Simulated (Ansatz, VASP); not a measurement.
**Two plane-wave programs on Sn2As2Se**

```xyz
5
Lattice="-2.7351 2.7351 4.2241 2.7351 -2.7351 4.2241 2.7351 2.7351 -4.2241" Properties=species:S:1:pos:R:3 pbc="T T T"
Sn    0.0000    2.7351    2.1121
Sn    2.7351    0.0000    2.1121
As    0.0000    0.0000    1.2692
As    0.0000    0.0000    7.1791
Se    0.0000    0.0000    4.2241
```

Alike in both runs: functional PBE; k mesh 4 × 4 × 4; occupations gaussian, width 0.1 eV; no spin polarisation.

Ansatz relaxed the structure, and its values are those at the end. VASP's run is a single point on that final structure, the one shown.

|  | VASP | Ansatz |
| --- | --- | --- |
| version | VASP 6.6.1 | Ansatz 0.2.0 |
| potentials or method | VASP PAW PBE potentials, release 64 (Sn_d, As, Se), cutoff 520 eV | scalar-relativistic, plane waves, PAW |
| valence electrons in the cell | 44 | 74 |

|  | VASP | Ansatz | Ansatz less VASP |
| --- | --- | --- | --- |
| gap on the k mesh at the Fermi level (eV) | none | none | - |
| pressure (GPa) | 0.0 | 0.0 | -0.04 |
| rms of the force components (eV/Å) | 0.002 | 0.007 | +0.0050 |

A gap of «none» marks a metal or a gap that the smearing closes. VASP's potentials hold 44 valence electrons a cell and Ansatz's 74, so a difference there can come from the potentials and not from the codes.

The k mesh is coarse, so the values compare programs but aren't converged.
